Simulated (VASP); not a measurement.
# SrO (Pm-3m) in VASP: further runs

SrO is run at these levels: PBE, r2SCAN; tasks: single point.

Program: VASP 6.6.1. These are calculated values, not measurements. Logs are shortened: lines on timing, memory, paths and dates and some standing lists are left out, and cuts for length are marked.

**1. The cell of the first run**

Symmetry: Pm-3m, No. 221, cubic system. Conventional cell: a = 3.103 Å, b = 3.103 Å, c = 3.103 Å, α = 90.00°, β = 90.00°, γ = 90.00°. Within 3.5 Å of Sr (site symmetry m-3m) lie 8 O at 2.69 Å and 6 Sr at 3.10 Å. Within 3.5 Å of O (site symmetry m-3m) lie 8 Sr at 2.69 Å and 6 O at 3.10 Å.

**2. Single point, PBE**

Contents of INCAR:

```
SYSTEM = SrO
PREC = Accurate
ENCUT = 520
EDIFF = 1E-6
ISMEAR = 0
SIGMA = 0.01
LREAL = .False.
LASPH = .True.
NELM = 60
ALGO = Normal
ISIF = 2
LWAVE = .False.
LCHARG = .False.
GGA = PE
NBANDS = 15
```

Contents of KPOINTS:

```
Automatic mesh
0
Gamma
  6 6 6
  0 0 0
```

Contents of POSCAR:

```
SrO
1.0
    3.1028650671      0.0000000000      0.0000000000
    0.0000000000      3.1028650671      0.0000000000
    0.0000000000      0.0000000000      3.1028650671
Sr O
1 1
Direct
    0.0000000000      0.0000000000      0.0000000000
    0.5000000000      0.5000000000      0.5000000000
```

Potentials or basis: VASP PAW PBE potentials, release 64 (Sr_sv, O).

The run is started by

```console
cat potpaw_PBE.64/Sr_sv/POTCAR potpaw_PBE.64/O/POTCAR > POTCAR
mpirun -np 1 vasp_std > vasp.out
```

OUTCAR:

```text
SYSTEM = SrO
   PREC = Accurate
   ENCUT = 520
   EDIFF = 1E-6
   ISMEAR = 0
   LREAL = .False.
   LASPH = .True.
   NELM = 60
   ISIF = 2
   GGA = PE

 ion  position               nearest neighbor table
   1  0.000  0.000  0.000-   2 2.69   2 2.69   2 2.69   2 2.69   2 2.69   2 2.69   2 2.69   2 2.69

   2  0.500  0.500  0.500-   1 2.69   1 2.69   1 2.69   1 2.69   1 2.69   1 2.69   1 2.69   1 2.69

  LATTYP: Found a simple cubic cell.
 ALAT       =     3.1028650671

  Lattice vectors:

 A1 = (   3.1028650671,   0.0000000000,   0.0000000000)
 A2 = (   0.0000000000,   3.1028650671,   0.0000000000)
 A3 = (   0.0000000000,   0.0000000000,   3.1028650671)

Analysis of symmetry for initial positions (statically):
=====================================================================
 Subroutine PRICEL returns:
 Original cell was already a primitive cell.

 Routine SETGRP: Setting up the symmetry group for a
 simple cubic supercell.

 Subroutine GETGRP returns: Found 48 space group operations
 (whereof 48 operations were pure point group operations)
 out of a pool of 48 trial point group operations.

The static configuration has the point symmetry O_h .

Analysis of symmetry for dynamics (positions and initial velocities):
=====================================================================
 Subroutine PRICEL returns:
 Original cell was already a primitive cell.

 Routine SETGRP: Setting up the symmetry group for a
 simple cubic supercell.

 Subroutine GETGRP returns: Found 48 space group operations
 (whereof 48 operations were pure point group operations)
 out of a pool of 48 trial point group operations.

The dynamic configuration has the point symmetry O_h .

 Subroutine INISYM returns: Found 48 space group operations
 (whereof 48 operations are pure point group operations),
 and found     1 'primitive' translations

----------------------------------------------------------------------------------------

                                     Primitive cell

  volume of cell :      29.8737

  direct lattice vectors                    reciprocal lattice vectors
     3.102865067  0.000000000  0.000000000     0.322282787  0.000000000  0.000000000
     0.000000000  3.102865067  0.000000000     0.000000000  0.322282787  0.000000000
     0.000000000  0.000000000  3.102865067     0.000000000  0.000000000  0.322282787

  length of vectors
     3.102865067  3.102865067  3.102865067     0.322282787  0.322282787  0.322282787

  position of ions in fractional coordinates (direct lattice)
     0.000000000  0.000000000  0.000000000
     0.500000000  0.500000000  0.500000000

  ion indices of the primitive-cell ions
   primitive index   ion index
                 1           1
                 2           2

----------------------------------------------------------------------------------------

 KPOINTS: Automatic mesh

Automatic generation of k-mesh.
 Grid dimensions read from file:
 generate k-points for:    6    6    6

 Generating k-lattice:

  Cartesian coordinates                     Fractional coordinates (reciprocal lattice)
     0.053713798  0.000000000  0.000000000     0.166666667  0.000000000  0.000000000
     0.000000000  0.053713798  0.000000000     0.000000000  0.166666667  0.000000000
     0.000000000  0.000000000  0.053713798     0.000000000  0.000000000  0.166666667

  Length of vectors
     0.053713798  0.053713798  0.053713798

  Shift w.r.t. Gamma in fractional coordinates (k-lattice)
     0.000000000  0.000000000  0.000000000

 Subroutine IBZKPT returns following result:
 ===========================================

 Found     20 irreducible k-points:

 Following reciprocal coordinates:
            Coordinates               Weight
  0.000000  0.000000  0.000000      1.000000
  0.166667  0.000000  0.000000      6.000000
  0.333333  0.000000  0.000000      6.000000
  0.500000  0.000000  0.000000      3.000000
  0.166667  0.166667  0.000000     12.000000
  0.333333  0.166667  0.000000     24.000000
[... 12 lines left out ...]
  0.500000  0.500000  0.333333      6.000000
  0.500000  0.500000  0.500000      1.000000
   k-points           NKPTS =     20   k-points in BZ     NKDIM =     20   number of bands    NBANDS=     15
   number of dos      NEDOS =    301   number of ions     NIONS =      2
   total plane-waves  NPLWV =  13824
   dimension x,y,z NGX =    24 NGY =   24 NGZ =   24
   dimension x,y,z NGXF=    48 NGYF=   48 NGZF=   48
   ions per type =               1   1
   NGX,Y,Z   is equivalent  to a cutoff of  12.86, 12.86, 12.86 a.u.
   NGXF,Y,Z  is equivalent  to a cutoff of  25.72, 25.72, 25.72 a.u.
 SYSTEM =  SrO
   PREC   = accura    normal or accurate (medium, high low for compatibility)
   ISTART =      0    job   : 0-new  1-cont  2-samecut
   ICHARG =      2    charge: 1-file 2-atom 10-const
   ISPIN  =      1    spin polarized calculation?
   LNONCOLLINEAR =      F non collinear calculations
   LSORBIT =      F    spin-orbit coupling
   LASPH  =      T    aspherical Exc in radial PAW
   ENCUT  =  520.0 eV  38.22 Ry    6.18 a.u.   5.77  5.77  5.77*2*pi/ulx,y,z
   NELM   =     60;   NELMIN=  2; NELMDL= -5     # of ELM steps
   EDIFF  = 0.1E-05   stopping-criterion for ELM
   LREAL  =      F    real-space projection
   EDIFFG = 0.1E-04   stopping-criterion for IOM
   NSW    =      0    number of steps for IOM
   IBRION =     -1    ionic relax: 0-MD 1-quasi-New 2-CG
   NFREE  =      0    steps in history (QN), initial steepest desc. (CG)
   ISIF   =      2    stress and relaxation
   ISYM   =      2    0-nonsym 1-usesym 2-fastsym
   POTIM  = 0.5000    time-step for ionic-motion
   TEBEG  =    0.0;   TEEND  =   0.0 temperature during run
   PSTRESS=    0.0 pullay stress
   NELECT =      16.0000    total number of electrons
   NUPDOWN=      -1.0000    fix difference up-down
   EMIN   =  10.00;   EMAX   =-10.00  energy-range for DOS
   EFERMI =   0.00;   METHOD = LEGACY
   ISMEAR =     0;   SIGMA  =   0.01  broadening in eV -4-tet -1-fermi 0-gaus
   EFERMI_NEDOS =   21; number of points for ismear=-14 and -15
   IALGO  =     38    algorithm
   IMIX   =      4    mixing-type and parameters
     AMIX     =   0.40;   BMIX     =  1.00
     AMIX_MAG =   1.60;   BMIX_MAG =  1.00
  volume/ion in A,a.u.               =      14.94       100.80
  Fermi-wavevector in a.u.,A,eV,Ry     =   1.329491  2.512373 24.048913  1.767545
  Thomas-Fermi vector in A             =   2.458649
   LORBIT       =      0    0 simple, 1 ext, 2 COOP (PROOUT), +10 PAW based schemes
   GGA     = PE    functional components
   LHFCALC =     F    Hartree Fock is set to
   AEXX    =    0.0000 exact exchange contribution
   IVDW    =     0    specifies the selected vdW correction
   LEPSILON=     F    determine dielectric tensor
   LRPA    =     F    only Hartree local field effects (RPA)
 non-spin polarized calculation
 Gauss-broadening in eV      SIGMA  =   0.01
  energy-cutoff  :      520.00
  volume of cell :       29.87
 maximum number of plane-waves:       840
 NGX is ok and might be reduce to    24
   NGX = 11   NGY = 11   NGZ = 11

 number of electron      16.0000006 magnetization

 Free energy of the ion-electron system (eV)
  ---------------------------------------------------
  ext. energy  EPLUGINS =         0.00000000
  ---------------------------------------------------
  free energy    TOTEN  =       -11.21019082 eV

  energy without entropy =      -11.21019082  energy(sigma->0) =      -11.21019082

 E-fermi :   3.3058     XC(G=0): -10.8246

 val. band max:        3.1345493149   @ k =   0.5000   0.5000   0.0000
 cond. band min:       5.8816231394   @ k =   0.0000   0.0000   0.0000
 fundamental gap:      2.7470738244
 Fermi energy:         3.3058105409

 k-point     1 :       0.0000    0.0000    0.0000
  band No.  band energies     occupation
      1     -30.7396      2.00000
      2     -12.5626      2.00000
      3     -11.9250      2.00000
      4     -11.9250      2.00000
      5     -11.9250      2.00000
      6       3.0720      2.00000
      7       3.0720      2.00000
      8       3.0720      2.00000
      9       5.8816      0.00000
     10       5.8816      0.00000
     11       7.8488      0.00000
     12      13.6901      0.00000
     13      13.6901      0.00000
     14      13.6901      0.00000
     15      22.7419      0.00000

 k-point     2 :       0.1667    0.0000    0.0000
  band No.  band energies     occupation
      1     -30.6847      2.00000
      2     -13.3333      2.00000
      3     -11.8745      2.00000
      4     -11.8745      2.00000
      5     -11.4274      2.00000
      6       2.0809      2.00000
      7       2.9295      2.00000
      8       2.9295      2.00000
      9       6.1227      0.00000
     10       7.1520      0.00000
     11       8.9644      0.00000
     12      13.2715      0.00000
     13      13.2715      0.00000
     14      13.8223      0.00000
     15      19.7661      0.00000

 k-point     3 :       0.3333    0.0000    0.0000
  band No.  band energies     occupation
      1     -30.5719      2.00000
      2     -14.2805      2.00000
      3     -11.7709      2.00000
      4     -11.7709      2.00000
      5     -10.9580      2.00000
      6       0.7155      2.00000
      7       2.6289      2.00000
      8       2.6289      2.00000
      9       6.6876      0.00000
     10       9.5269      0.00000
     11      11.4324      0.00000
     12      12.6892      0.00000
     13      12.6892      0.00000
     14      14.1060      0.00000
     15      16.8717      0.00000

 k-point     4 :       0.5000    0.0000    0.0000
  band No.  band energies     occupation
      1     -30.5140      2.00000
      2     -14.6736      2.00000
      3     -11.7178      2.00000
      4     -11.7178      2.00000
      5     -10.7736      2.00000
      6       0.1573      2.00000
      7       2.4716      2.00000
      8       2.4716      2.00000
      9       7.0305      0.00000
     10      10.5312      0.00000
     11      12.4855      0.00000
     12      12.4855      0.00000
     13      13.6200      0.00000
     14      14.2591      0.00000
     15      15.7313      0.00000
[... 235 lines left out ...]
 k-point    18 :       0.5000    0.3333    0.3333
  band No.  band energies     occupation
      1     -30.2173      2.00000
      2     -13.3555      2.00000
      3     -12.8044      2.00000
      4     -12.7299      2.00000
      5     -11.8265      2.00000
      6       0.6579      2.00000
      7       0.8319      2.00000
      8       1.4442      2.00000
      9      10.0294      0.00000
     10      11.0236      0.00000
     11      11.4368      0.00000
     12      11.8664      0.00000
     13      13.2601      0.00000
     14      16.9918      0.00000
     15      18.1735      0.00000

 k-point    19 :       0.5000    0.5000    0.3333
  band No.  band energies     occupation
      1     -30.1674      2.00000
      2     -13.1141      2.00000
      3     -13.1141      2.00000
      4     -12.6886      2.00000
      5     -11.9472      2.00000
      6       0.5710      2.00000
      7       0.5710      2.00000
      8       0.7271      2.00000
      9      10.6816      0.00000
     10      11.2583      0.00000
     11      11.2583      0.00000
     12      12.2378      0.00000
     13      16.3658      0.00000
     14      17.1104      0.00000
     15      17.1104      0.00000

 k-point    20 :       0.5000    0.5000    0.5000
  band No.  band energies     occupation
      1     -30.1185      2.00000
      2     -13.0261      2.00000
      3     -13.0261      2.00000
      4     -13.0261      2.00000
      5     -11.8493      2.00000
      6       0.1664      2.00000
      7       0.1664      2.00000
      8       0.1664      2.00000
      9      11.4589      0.00000
     10      11.4589      0.00000
     11      11.4589      0.00000
     12      16.4402      0.00000
     13      16.8989      0.00000
     14      16.8989      0.00000
     15      16.8989      0.00000

------------------------ aborting loop because EDIFF is reached ----------------------------------------

  FORCE on cell =-STRESS in cart. coord.  units (eV):
  Direction    XX          YY          ZZ          XY          YZ          ZX
  --------------------------------------------------------------------------------------
  -------------------------------------------------------------------------------------
  Total        0.6691889      0.6691889      0.6691889      0.0000000     -0.0000000      0.0000000
  in kB       35.8897657     35.8897657     35.8897657      0.0000000     -0.0000000      0.0000000
  external PRESSURE =      35.8897657 kB  Pullay stress =       0.0000000 kB

 VOLUME and BASIS-vectors are now :
 -----------------------------------------------------------------------------
  energy-cutoff  :      520.00
  volume of cell :       29.87
      direct lattice vectors                 reciprocal lattice vectors
     3.102865067  0.000000000  0.000000000     0.322282787  0.000000000  0.000000000
     0.000000000  3.102865067  0.000000000     0.000000000  0.322282787  0.000000000
     0.000000000  0.000000000  3.102865067     0.000000000  0.000000000  0.322282787

 POSITION                                       TOTAL-FORCE (eV/Angst)
 -----------------------------------------------------------------------------------
      0.00000      0.00000      0.00000         0.000000      0.000000      0.000000
      1.55143      1.55143      1.55143         0.000000      0.000000      0.000000
 -----------------------------------------------------------------------------------
    total drift:                                0.000000      0.000000     -0.000000

  FREE ENERGIE OF THE ION-ELECTRON SYSTEM (eV)
  ---------------------------------------------------
  free  energy   TOTEN  =       -11.2101908185 eV

  energy  without entropy=      -11.2101908185  energy(sigma->0) =      -11.21019082
```

Wall time 6 s (1 thread of Intel Xeon Platinum 8375C at 2.90GHz (Ice Lake), shared host); peak memory 0.14 GiB.

Results:

```yaml
Free_energy: -11.2102 eV
Pressure: 3.6 GPa
Band_gap_on_the_k_mesh: 2.75 eV, indirect (least direct gap 2.81 eV)
```

Levels at points of the mesh, in eV from the valence-band top:
| k point | band 6 | band 7 | band 8 | band 9 | band 10 | band 11 |
| --- | --- | --- | --- | --- | --- | --- |
| (0.00, 0.00, 0.00) | -0.06 | -0.06 | -0.06 | 2.75 | 2.75 | 4.71 |
| (0.50, 0.00, 0.00) | -2.98 | -0.66 | -0.66 | 3.90 | 7.40 | 9.35 |
| (0.50, 0.50, 0.00) | -1.22 | -1.22 | 0.00 | 4.18 | 4.58 | 7.58 |
| (0.50, 0.50, 0.50) | -2.97 | -2.97 | -2.97 | 8.32 | 8.32 | 8.32 |

A k mesh can miss the band edges. As with any semilocal functional, this PBE gap is likely too small.

(Continued in part 2 of 2.)
